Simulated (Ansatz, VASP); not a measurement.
**One calculation of MgB2, two programs**

```xyz
3
Lattice="3.0701 0.0000 0.0000 -1.5350 2.6588 0.0000 0.0000 0.0000 3.5071" Properties=species:S:1:pos:R:3 pbc="T T T"
Mg    0.0000    0.0000    0.0000
B     0.0000    1.7725    1.7536
B     1.5350    0.8863    1.7536
```

Alike in both runs: functional r2SCAN; k mesh 12 × 12 × 8; occupations fermi-dirac, width 0.1 eV; no spin polarisation.

Ansatz relaxed the structure, and its values are those at the end. VASP's run is a single point on that final structure, the one shown.

|  | VASP | Ansatz |
| --- | --- | --- |
| version | VASP 6.6.1 | Ansatz 0.2.0 |
| potentials or method | VASP PAW PBE potentials, release 64 (Mg_sv, B), cutoff 750 eV | PAW with Ansatz's default frozen-core files, scalar-relativistic |
| valence electrons in the cell | 16 | 16 |

VASP gave:

```
pressure (GPa) : -0.1
```

Problem. What did Ansatz give for the same quantities?

Solution. Pressure (GPa): 0.0.

VASP's potentials were made for PBE, not for r2SCAN. With one functional, cell and mesh, what is left measures potentials, basis and numerics.
